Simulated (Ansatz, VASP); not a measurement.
**AlN: VASP beside Ansatz**

```
Al N
1.0
     0.00000    2.03452    2.03452
     2.03452    0.00000    2.03452
     2.03452    2.03452    0.00000
Al N
1 1
Direct
  0.50000 0.50000 0.50000
  0.00000 0.00000 0.00000
```

Alike in both runs: task single point; functional PBE; k mesh 6 × 6 × 6; no spin polarisation.

|  | VASP | Ansatz |
| --- | --- | --- |
| version | VASP 6.6.1 | Ansatz 0.2.0 |
| potentials or method | VASP PAW PBE potentials, release 64 (Al, N), cutoff 600 eV | scalar-relativistic, plane waves, PAW |
| occupations | methfessel-paxton of order 1, width 0.014 eV | cold, width 0.014 eV |
| valence electrons in the cell | 8 | 8 |

|  | VASP | Ansatz | Ansatz less VASP |
| --- | --- | --- | --- |
| gap on the k mesh at the Fermi level (eV) | 4.42 | 4.44 | +0.022 |
| least direct gap on the mesh (eV) | 5.40 | 5.39 | -0.011 |
| pressure (GPa) | -0.2 | 0.3 | +0.44 |

The k mesh is coarse, so the values compare programs but aren't converged.
